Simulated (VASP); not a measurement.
# ZnS (F-43m) in VASP: a series of runs

The runs below take ZnS through single point, with PBE, HSE06.

Everything below comes from runs of VASP 6.6.1. Logs are shortened: lines on timing, memory, paths and dates and some standing lists are left out, and cuts for length are marked.

**Experimental background.**

From “Electronic, vibrational, and thermodynamic properties of ZnS (zincblende and rocksalt structure)”, 2009, arxiv:0911.5022, for a bulk crystal of ZnS at 19 K: band gap 3.85 eV (direct).

The results are compared with them further down.

## 1. The cell of the first run

The structure is cubic, space group F-43m (No. 216). The conventional cell has a = 5.388 Å, b = 5.388 Å, c = 5.388 Å, α = 90.00°, β = 90.00°, γ = 90.00°. Zn (site symmetry -43m) has 4 S at 2.33 Å within 3.1 Å. S (site symmetry -43m) has 4 Zn at 2.33 Å within 3.1 Å.

## 2. Single point, PBE

File INCAR:

```
SYSTEM = ZnS
ALGO = Normal
EDIFF = 1E-6
ENCUT = 520
GGA = PE
ISIF = 2
ISMEAR = 0
LASPH = .TRUE.
LCHARG = .FALSE.
LREAL = .FALSE.
LWAVE = .FALSE.
NBANDS = 16
NELM = 100
PREC = Accurate
SIGMA = 0.01
```

File KPOINTS:

```
k-points
0
G
  6 6 6
  0 0 0
```

File POSCAR:

```
ZnS
1.0
    0.0000000000      2.6940955531      2.6940955531
    2.6940955531      0.0000000000      2.6940955531
    2.6940955531      2.6940955531      0.0000000000
Zn S
1 1
Direct
    0.2500000000      0.2500000000      0.2500000000
    0.0000000000      0.0000000000      0.0000000000
```

Potentials or basis: VASP PAW PBE potentials, release 64 (Zn, S).

On the command line:

```sh
> cat potpaw_PBE.64/Zn/POTCAR potpaw_PBE.64/S/POTCAR > POTCAR
> mpirun -np 1 vasp_std > vasp.out
```

OUTCAR:

```text
SYSTEM = ZnS
   EDIFF = 1E-6
   ENCUT = 520
   GGA = PE
   ISIF = 2
   ISMEAR = 0
   LASPH = .TRUE.
   LREAL = .FALSE.
   NELM = 100
   PREC = Accurate

 ion  position               nearest neighbor table
   1  0.250  0.250  0.250-   2 2.33   2 2.33   2 2.33   2 2.33
   2  0.000  0.000  0.000-   1 2.33   1 2.33   1 2.33   1 2.33

  LATTYP: Found a face centered cubic cell.
 ALAT       =     5.3881911062

  Lattice vectors:

 A1 = (   0.0000000000,   2.6940955531,   2.6940955531)
 A2 = (   2.6940955531,   0.0000000000,   2.6940955531)
 A3 = (   2.6940955531,   2.6940955531,   0.0000000000)

Analysis of symmetry for initial positions (statically):
=====================================================================
 Subroutine PRICEL returns:
 Original cell was already a primitive cell.

 Routine SETGRP: Setting up the symmetry group for a
 face centered cubic supercell.

 Subroutine GETGRP returns: Found 24 space group operations
 (whereof 24 operations were pure point group operations)
 out of a pool of 48 trial point group operations.

The static configuration has the point symmetry T_d .

Analysis of symmetry for dynamics (positions and initial velocities):
=====================================================================
 Subroutine PRICEL returns:
 Original cell was already a primitive cell.

 Routine SETGRP: Setting up the symmetry group for a
 face centered cubic supercell.

 Subroutine GETGRP returns: Found 24 space group operations
 (whereof 24 operations were pure point group operations)
 out of a pool of 48 trial point group operations.

The dynamic configuration has the point symmetry T_d .

 Subroutine INISYM returns: Found 24 space group operations
 (whereof 24 operations are pure point group operations),
 and found     1 'primitive' translations

----------------------------------------------------------------------------------------

                                     Primitive cell

  volume of cell :      39.1083

  direct lattice vectors                    reciprocal lattice vectors
     0.000000000  2.694095553  2.694095553    -0.185591042  0.185591042  0.185591042
     2.694095553  0.000000000  2.694095553     0.185591042 -0.185591042  0.185591042
     2.694095553  2.694095553  0.000000000     0.185591042  0.185591042 -0.185591042

  length of vectors
     3.810026470  3.810026470  3.810026470     0.321453114  0.321453114  0.321453114

[... 70 lines left out ...]
   NELM   =    100;   NELMIN=  2; NELMDL= -5     # of ELM steps
   EDIFF  = 0.1E-05   stopping-criterion for ELM
   LREAL  =      F    real-space projection
   EDIFFG = 0.1E-04   stopping-criterion for IOM
   NSW    =      0    number of steps for IOM
   IBRION =     -1    ionic relax: 0-MD 1-quasi-New 2-CG
   NFREE  =      0    steps in history (QN), initial steepest desc. (CG)
   ISIF   =      2    stress and relaxation
   ISYM   =      2    0-nonsym 1-usesym 2-fastsym
   POTIM  = 0.5000    time-step for ionic-motion
   TEBEG  =    0.0;   TEEND  =   0.0 temperature during run
   PSTRESS=    0.0 pullay stress
   NELECT =      18.0000    total number of electrons
   NUPDOWN=      -1.0000    fix difference up-down
   EMIN   =  10.00;   EMAX   =-10.00  energy-range for DOS
   EFERMI =   0.00;   METHOD = LEGACY
   ISMEAR =     0;   SIGMA  =   0.01  broadening in eV -4-tet -1-fermi 0-gaus
   EFERMI_NEDOS =   21; number of points for ismear=-14 and -15
   IALGO  =     38    algorithm
   IMIX   =      4    mixing-type and parameters
     AMIX     =   0.40;   BMIX     =  1.00
     AMIX_MAG =   1.60;   BMIX_MAG =  1.00
  volume/ion in A,a.u.               =      19.55       131.96
  Fermi-wavevector in a.u.,A,eV,Ry     =   1.263987  2.388589 21.737533  1.597664
  Thomas-Fermi vector in A             =   2.397316
   LORBIT       =      0    0 simple, 1 ext, 2 COOP (PROOUT), +10 PAW based schemes
   GGA     = PE    functional components
   LHFCALC =     F    Hartree Fock is set to
   AEXX    =    0.0000 exact exchange contribution
   IVDW    =     0    specifies the selected vdW correction
   LEPSILON=     F    determine dielectric tensor
   LRPA    =     F    only Hartree local field effects (RPA)
 non-spin polarized calculation
 Gauss-broadening in eV      SIGMA  =   0.01
  energy-cutoff  :      520.00
  volume of cell :       39.11
 maximum number of plane-waves:      1067
   NGX = 15   NGY = 15   NGZ = 15

 number of electron      18.0000006 magnetization

 Free energy of the ion-electron system (eV)
  ---------------------------------------------------
  ext. energy  EPLUGINS =         0.00000000
  ---------------------------------------------------
  free energy    TOTEN  =        -6.83958948 eV

  energy without entropy =       -6.83958948  energy(sigma->0) =       -6.83958948

 E-fermi :   2.2368     XC(G=0):  -9.6707

 val. band max:        2.1915126537   @ k =   0.0000   0.0000   0.0000
 cond. band min:       4.3435307377   @ k =   0.0000   0.0000   0.0000
 fundamental gap:      2.1520180840
 Fermi energy:         2.2368049343

 k-point     1 :       0.0000    0.0000    0.0000
  band No.  band energies     occupation
      1     -11.0103      2.00000
      2      -4.1848      2.00000
      3      -4.1848      2.00000
      4      -4.1848      2.00000
      5      -3.6763      2.00000
      6      -3.6763      2.00000
[... 281 lines left out ...]
      3      -3.8846      2.00000
      4      -3.7962      2.00000
      5      -3.6530      2.00000
      6      -3.3147      2.00000
[... 8 lines left out ...]
     15      16.1308      0.00000
     16      17.0950      0.00000

------------------------ aborting loop because EDIFF is reached ----------------------------------------

  FORCE on cell =-STRESS in cart. coord.  units (eV):
  Direction    XX          YY          ZZ          XY          YZ          ZX
  --------------------------------------------------------------------------------------
  -------------------------------------------------------------------------------------
  Total        0.6037988      0.6037988      0.6037988      0.0000000      0.0000000      0.0000000
  in kB       24.7362481     24.7362481     24.7362481      0.0000000      0.0000000      0.0000000
  external PRESSURE =      24.7362481 kB  Pullay stress =       0.0000000 kB

 VOLUME and BASIS-vectors are now :
 -----------------------------------------------------------------------------
  energy-cutoff  :      520.00
  volume of cell :       39.11
      direct lattice vectors                 reciprocal lattice vectors
     0.000000000  2.694095553  2.694095553    -0.185591042  0.185591042  0.185591042
     2.694095553  0.000000000  2.694095553     0.185591042 -0.185591042  0.185591042
     2.694095553  2.694095553  0.000000000     0.185591042  0.185591042 -0.185591042

 POSITION                                       TOTAL-FORCE (eV/Angst)
 -----------------------------------------------------------------------------------
      1.34705      1.34705      1.34705         0.000000      0.000000      0.000000
      0.00000      0.00000      0.00000        -0.000000     -0.000000     -0.000000
 -----------------------------------------------------------------------------------
    total drift:                               -0.000001     -0.000001     -0.000001

  FREE ENERGIE OF THE ION-ELECTRON SYSTEM (eV)
  ---------------------------------------------------
  free  energy   TOTEN  =        -6.8395894760 eV

  energy  without entropy=       -6.8395894760  energy(sigma->0) =       -6.83958948
```

Run time: 8.6 s. Hardware: 1 thread of Intel Xeon Platinum 8375C at 2.90GHz (Ice Lake), shared host; peak memory 0.15 GiB.

What came out:

```
Free energy            : -6.8396 eV
Pressure               : 2.5 GPa
Band gap on the k mesh : 2.15 eV, direct
```

Levels at points of the mesh, in eV from the valence-band top:
```csv
k point,band 7,band 8,band 9,band 10,band 11,band 12
"(0.00, 0.00, 0.00)",0.00,0.00,0.00,2.15,6.39,6.39
"(0.50, 0.00, 0.00)",-5.35,-0.88,-0.88,3.33,6.92,6.92
"(0.50, 0.50, 0.00)",-4.59,-2.25,-2.25,3.39,4.07,11.04
```

## 3. Single point, HSE06

POSCAR is that of step 2.

File INCAR.step1:

```
SYSTEM = ZnS
ALGO = Normal ; EDIFF = 1E-5
ENCUT = 520 ; GGA = PE
ISIF = 2 ; ISMEAR = 0
LASPH = .TRUE. ; LCHARG = .FALSE.
LREAL = .FALSE. ; LWAVE = .TRUE.
NBANDS = 16 ; NELM = 80
PREC = Accurate ; SIGMA = 0.01
```

File INCAR.step2:

```
SYSTEM = ZnS
ALGO = Normal ; EDIFF = 1E-6
ENCUT = 520 ; GGA = PE
HFSCREEN = 0.2079 ; ISIF = 2
ISMEAR = 0 ; ISTART = 1
LASPH = .TRUE. ; LCHARG = .FALSE.
LHFCALC = .TRUE. ; LREAL = .FALSE.
LWAVE = .FALSE. ; NBANDS = 16
NELM = 80 ; PREC = Accurate
PRECFOCK = Normal ; SIGMA = 0.01
```

File KPOINTS:

```
k-points
0
G
  4 4 4
  0 0 0
```

Potentials or basis: VASP PAW PBE potentials, release 64 (Zn, S).

On the command line:

```sh
> cat potpaw_PBE.64/Zn/POTCAR potpaw_PBE.64/S/POTCAR > POTCAR
> cp INCAR.step1 INCAR
> mpirun -np 1 vasp_std > vasp.out
> cp INCAR.step2 INCAR
> mpirun -np 1 vasp_std > vasp.out
```

Run time: 5.3 min. Hardware: 1 thread of Intel Xeon Platinum 8375C at 2.90GHz (Ice Lake), shared host; peak memory 0.26 GiB.

It converged, with:

- Free energy: -8.3331 eV
- Pressure: 1.9 GPa
- Band gap on the k mesh: 3.38 eV, direct

Levels at points of the mesh, in eV from the valence-band top:
```csv
k point,band 5,band 6,band 7,band 8,band 9,band 10,band 11,band 12,band 13,band 14
"(0.00, 0.00, 0.00)",-7.43,-7.43,0.00,0.00,0.00,3.38,7.68,7.68,7.68,13.21
"(0.50, 0.00, 0.00)",-7.41,-7.19,-5.66,-0.93,-0.93,4.57,8.17,8.17,10.25,13.67
"(0.50, 0.50, 0.00)",-7.36,-7.15,-5.03,-2.38,-2.38,4.36,5.26,12.63,13.76,13.76
```

Caveat: the k points lie up to 0.50 Å⁻¹ apart; the PAW data sets were made with another functional, which shifts forces and pressure a little.

## 4. Comparison with measurements

Step 2. Against the measured gap of ZnS, 3.85 eV (direct; 19 K; quoted in “Electronic, vibrational, and thermodynamic properties of ZnS (zincblende and rocksalt structure)”, 2009, arxiv:0911.5022), the calculated 2.15 eV is off by -1.70 eV. The value is that of PBE, without temperature or zero-point motion. Semilocal functionals fall short of measured gaps as a rule.
